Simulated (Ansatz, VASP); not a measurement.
**Al2Pt in VASP and in Ansatz**

File POSCAR:

```
Al2Pt
1.0
    0.0000000000      2.9550000000      2.9550000000
    2.9550000000      0.0000000000      2.9550000000
    2.9550000000      2.9550000000      0.0000000000
Al Pt
2 1
Direct
    0.2500000000      0.2500000000      0.2500000000
    0.7500000000      0.7500000000      0.7500000000
    0.0000000000      0.0000000000      0.0000000000
```

File INCAR.step1:

```
ALGO     = Normal         # electronic algorithm
EDIFF    = 1E-4           # SCF threshold, eV
ENCUT    = 600            # plane-wave cutoff, eV
GGA      = PE             # functional
ISMEAR   = -1             # smearing method
LASPH    = True           # aspherical terms in the spheres
LCHARG   = False          # write CHGCAR
LREAL    = False          # projectors in reciprocal space
LWAVE    = True           # write WAVECAR
NELM     = 80             # most SCF steps
PREC     = Accurate       # precision mode
SIGMA    = 0.1            # smearing width, eV
```

INCAR.step2

```
ALGO     = Normal         # electronic algorithm
EDIFF    = 1E-7           # SCF threshold, eV
EDIFFG   = -0.01          # ionic threshold
ENCUT    = 600            # plane-wave cutoff, eV
IBRION   = 2              # ionic algorithm
ISIF     = 3              # what is computed and relaxed
ISMEAR   = -1             # smearing method
ISTART   = 1            
LASPH    = True           # aspherical terms in the spheres
LCHARG   = False          # write CHGCAR
LMIXTAU  = True         
LREAL    = False          # projectors in reciprocal space
LWAVE    = False          # write WAVECAR
METAGGA  = R2SCAN         # meta-GGA
NELM     = 80             # most SCF steps
NSW      = 80             # ionic steps
PREC     = Accurate       # precision mode
SIGMA    = 0.1            # smearing width, eV
```

File KPOINTS:

```
k-points
0
Gamma
  9 9 9
```

Input for Ansatz:

```yaml
crystal:
  lattice:
    - [0.0, 2.955, 2.955]
    - [2.955, 0.0, 2.955]
    - [2.955, 2.955, 0.0]
  atoms:
    - { symbol: Al, position: [0.25, 0.25, 0.25] }
    - { symbol: Al, position: [0.75, 0.75, 0.75] }
    - { symbol: Pt, position: [0.0, 0.0, 0.0] }
  symmetry: { tolerance: 0.0003 }
hamiltonian:
  xc: r2scan
  pseudopotentials: { kind: paw, azcp: { folder: soft_1 } }
basis:
  ecutwfc: 500
magnetization:
  spin_polarized: false
scf:
  occupations: { method: fermi_dirac, width: 0.1 }
kpoints:
  mp_grid: { grid: [9, 9, 9], shift: [0, 0, 0] }
output:
  forces: true
  stress: true
  eigenvalues: true
relax:
  max_steps: 60
  cell: {}
```

Alike in both runs: task relaxation of cell and atoms; functional r2SCAN; k mesh 9 × 9 × 9; occupations fermi-dirac, width 0.1 eV; no spin polarisation.

|  | VASP | Ansatz |
| --- | --- | --- |
| version | VASP 6.6.1 | Ansatz 0.2.0 |
| potentials or method | VASP PAW PBE potentials, release 64 (Al, Pt), cutoff 600 eV | PAW plane waves |
| valence electrons in the cell | 16 | 24 |

|  | VASP | Ansatz | Ansatz less VASP |
| --- | --- | --- | --- |
| gap on the k mesh at the Fermi level, each at its own relaxed structure (eV) | none | none | - |
| relaxed volume (Å³/atom) | 17.12 | 17.14 | +0.024 |
| relaxed length of the cell vector where the two differ most in proportion (Å) | 4.172 | 4.174 | +0.0019 |

VASP's potentials were made for PBE, not for r2SCAN. A gap of «none» marks a metal or a gap that the smearing closes. VASP's potentials hold 16 valence electrons a cell and Ansatz's 24, so a difference there can come from the potentials and not from the codes.

Neither program's run includes spin-orbit coupling.
